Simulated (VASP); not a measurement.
Set up this calculation in VASP 6.6.1, as the native input.

| Property | Result |
| --- | --- |
| Task | single point |
| Functional | PBE |
| Potentials or basis | VASP PAW PBE potentials, release 64 (Sb, In_d) |
| Cutoff | 520 eV |
| k mesh | 6 × 6 × 6 |
| Occupations | fermi-dirac, width 0.05 eV |
| Spin | no spin polarisation |
| Dipole correction | no |
| Further INCAR settings | ALGO = Normal; EDIFF = 1e-06; NBANDS = 22 |

The structure of InSb3 lies in POSCAR:

```
InSb3
1.0
    4.8381981727      0.0000000000      0.0000000000
    0.0000000000      4.8381981727      0.0000000000
    0.0000000000      0.0000000000      4.8381981727
Sb In
3 1
Direct
    0.5000000000      0.5000000000      0.0000000000
    0.0000000000      0.5000000000      0.5000000000
    0.5000000000      0.0000000000      0.5000000000
    0.0000000000      0.0000000000      0.0000000000
```

One way to write it, as run:

INCAR

```
SYSTEM = InSb3
PREC = Accurate
ENCUT = 520
EDIFF = 1E-6
ISMEAR = -1
SIGMA = 0.05
LREAL = .False.
LASPH = .True.
NELM = 100
ALGO = Normal
ISIF = 2
LWAVE = .False.
LCHARG = .False.
GGA = PE
NBANDS = 22
```

KPOINTS

```
Automatic mesh
0
Gamma
  6 6 6
  0 0 0
```

Potentials or basis: VASP PAW PBE potentials, release 64 (Sb, In_d).

Launch:

```bash
$ cat potpaw_PBE.64/Sb/POTCAR potpaw_PBE.64/In_d/POTCAR > POTCAR
$ mpirun -np 1 vasp_std > vasp.out
```

It gave:

* Pressure: -0.9 GPa
* Band gap on the k mesh: zero (band 14 reaches 11.01 eV, above the bottom of band 15 at 6.51 eV)

Caveat: spin-orbit coupling is left out, which moves the levels of the heavy elements.

Wall time 20 s on 1 thread of AMD EPYC 9R45 96-Core Processor (Zen 5) (shared host), peak memory 0.19 GiB.
